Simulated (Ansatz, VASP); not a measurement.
## Two plane-wave programs on BaZrO3

```xyz
10
Lattice="-0.0007 4.2261 0.0011 -0.0004 0.0011 4.2285 8.4485 -0.0014 -0.0007" Properties=species:S:1:pos:R:3 pbc="T T T"
Ba    0.0000    0.0001   -0.0011
Ba    4.2239   -0.0005   -0.0016
Zr    2.1114    2.1132    2.1140
Zr    6.3357    2.1124    2.1138
O    -0.0006    2.1135    2.1156
O     4.2238    2.1128    2.1153
O     2.1122    0.0001    2.1148
O     6.3364   -0.0006    2.1142
O     2.1118    2.1125    0.0006
O     6.3360    2.1122    0.0003
```

Change from the starting cell: cell x2, atoms moved at random (sigma 0.15 Å) and cell strained at random (1.5 %), then relaxed without symmetry.

Alike in both runs: functional PBE; k mesh 4 × 4 × 2; occupations gaussian, width 0.1 eV; no spin polarisation.

Ansatz relaxed the structure, and its values are those at the end. VASP's run is a single point on that final structure, the one shown.

|  | VASP | Ansatz |
| --- | --- | --- |
| version | VASP 6.6.1 | Ansatz 0.2.0 |
| potentials or method | VASP PAW PBE potentials, release 64 (Ba_sv, Zr_sv, O), cutoff 520 eV | scalar-relativistic, plane waves, PAW |
| valence electrons in the cell | 80 | 80 |

Ansatz gave:

```
gap on the k mesh at the Fermi level (eV) : 3.17
least direct gap on the mesh (eV)         : 3.40
pressure (GPa)                            : 0.1
```

Q: What did VASP give for the same quantities?

A: gap on the k mesh at the Fermi level (eV): 3.12; least direct gap on the mesh (eV): 3.37; pressure (GPa): 1.1.

Neither program's run includes spin-orbit coupling.
